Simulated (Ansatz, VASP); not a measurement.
**Two plane-wave programs on Ti**

```
CELL_PARAMETERS angstrom
2.95000 0.00000 0.00000
-1.47500 2.55477 0.00000
0.00000 0.00000 4.68600
ATOMIC_POSITIONS crystal
Ti 0.33333 0.66667 0.25000
Ti 0.66667 0.33333 0.75000
```

Alike in both runs: task single point; functional r2SCAN; k mesh 18 × 18 × 10; occupations gaussian, width 0.15 eV; no spin polarisation.

|  | VASP | Ansatz |
| --- | --- | --- |
| version | VASP 6.6.1 | Ansatz 0.2.0 |
| potentials or method | VASP PAW PBE potentials, release 64 (Ti_sv), cutoff 520 eV | scalar-relativistic, plane waves, PAW |
| valence electrons in the cell | 24 | 24 |

Ansatz gave:

```
gap on the k mesh at the Fermi level (eV)                     : none
pressure (GPa)                                                : -2.3
traceless stress, the component that is largest in VASP (GPa) : -0.42
```

Task: Which values does VASP return?

Result: gap on the k mesh at the Fermi level (eV): none; pressure (GPa): -1.9; traceless stress, the component that is largest in VASP (GPa): -0.41.

VASP's potentials were made for PBE, not for r2SCAN. A gap of «none» marks a metal or a gap that the smearing closes.
